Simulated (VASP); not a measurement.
Runs of VASP 6.6.1 on CsTa3. The structure is that of space group Pm-3m (No. 221), or close to it. The cells are those of the table. 

```tsv
task	cell	k mesh	cutoff (eV)	gap on the mesh (eV)	pressure (GPa)	relaxed volume (Å³/atom)
relaxation of cell and atoms	relaxed from a = 4.415 Å, 4 atoms	10 × 10 × 10	600	none	0.0	21.57
relaxation of cell and atoms	relaxed from a = 4.536 Å, 4 atoms	4 × 4 × 4	600	none	-0.1	21.71
single point	a = 4.406 Å, 4 atoms	10 × 10 × 10	520	none	0.9	-
single point	a = 4.415 Å, 4 atoms	4 × 4 × 4	520	none	0.9	-
single point	a = 4.536 Å, 4 atoms	4 × 4 × 4	520	none	(a)	-
```

Alike in all rows: level PBE; potentials or basis VASP PAW PBE potentials, release 64 (Cs_sv, Ta_pv); no spin polarisation; smearing gaussian 0.1 eV.

Q: Estimate the missing entries.

A: (a) -6.5.

Caveats: spin-orbit coupling is left out, which moves the levels of the heavy elements.

A k mesh can miss the band edges, and the runs leave out spin-orbit coupling on Cs, Ta.

A gap of «none» marks levels without a gap at the run's occupations.
